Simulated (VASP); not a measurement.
Write the native input for VASP 6.6.1 that does the following.

```yaml
Task: single point
Functional: PBE
Potentials_or_basis: VASP PAW PBE potentials, release 64 (Ge_d)
Cutoff: 520 eV
k_mesh: 6 × 6 × 1
Occupations: fermi-dirac, width 0.02 eV
Spin: no spin polarisation
Dipole_correction: yes
Further_INCAR_settings: ALGO = Normal; EDIFF = 1e-06; NBANDS = 51
```

The structure of Ge lies in POSCAR:

```
Ge
1.0
    4.0736070252      0.0000000000      0.0000000000
    0.0000000000      4.0736070252      0.0000000000
    0.0000000000      0.0000000000     23.2012000000
Ge
6
Direct
    0.7500000000      0.0000000000      0.3444455805
    0.2500000000      0.0000000000      0.4059964185
    0.2500000000      0.5000000000      0.4693887966
    0.7500000000      0.5000000000      0.5306112066
    0.7500000000      0.0000000000      0.5940035811
    0.2500000000      0.0000000000      0.6555544167
```

One way to write it, as run:

INCAR

```
ALGO = Normal
DIPOL = 0.5 0.5 0.500
EDIFF = 1E-6
ENCUT = 520
GGA = PE
IDIPOL = 3
ISIF = 2
ISMEAR = -1
LASPH = True
LCHARG = False
LDIPOL = True
LREAL = False
LWAVE = False
NBANDS = 51
NELM = 60
PREC = Accurate
SIGMA = 0.02
```

KPOINTS

```
k-points
0
Gamma
  6 6 1
```

Potentials or basis: VASP PAW PBE potentials, release 64 (Ge_d).

Run with:

```console
$ cat potpaw_PBE.64/Ge_d/POTCAR > POTCAR
$ mpirun -np 1 vasp_std > vasp.out
```

It gave:

| Item | Value |
| --- | --- |
| Largest force | 0.010 eV/Å |
| Band gap on the k mesh | zero (bands 42 and 43 overlap by 0.97 eV) |

It took 6.8 min on 1 thread of Oxide Virtual Turin-like Processor, with other jobs on the host, peak memory 0.47 GiB.
